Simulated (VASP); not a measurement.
Input of a VASP 6.6.1 run:

File INCAR:

```
PREC = Accurate
ENCUT = 520
EDIFF = 1E-6
ISMEAR = 0
SIGMA = 0.15
LREAL = False
LASPH = True
NELM = 100
ALGO = Normal
ISIF = 2
LWAVE = False
LCHARG = True
GGA = PS
LELF = True
LVHAR = True
NBANDS = 18
```

Contents of KPOINTS:

```
regular mesh
0
Gamma
  18 18 18
```

The input POSCAR:

```
Si2Mo
1.0
   -1.5951226549      1.5951226549      3.9109090651
    1.5951226549     -1.5951226549      3.9109090651
    1.5951226549      1.5951226549     -3.9109090651
Si Mo
2 1
Direct
    0.3350567058      0.2841201839     -0.0509365219
    0.6649432942      0.6676076661      0.0026643719
    0.0000000000      0.0141294771      0.0141294771
```

Potentials or basis: VASP PAW PBE potentials, release 64 (Si, Mo_sv).

Launch:

```console
$ cat potpaw_PBE.64/Si/POTCAR potpaw_PBE.64/Mo_sv/POTCAR > POTCAR
$ mpirun -np 1 vasp_std > vasp.out
```

**Question.** Predict the band gap on the k mesh.

**Answer.** Zero (bands 11 and 12 overlap by 0.78 eV).

**Question.** What does it give for the pressure?

**Answer.** 2.4 GPa.

**Question.** Estimate the largest force.

**Answer.** 1.613 eV/Å.

Stress tensor (GPa, compression positive):
```
 1.66  0.00 -1.11
 0.00  3.61  0.00
-1.11  0.00  1.98
```

Caveat: the cell differs from its parent crystal (atoms displaced along several vibrational modes); the PAW data sets were made with another functional, which shifts forces and pressure a little.
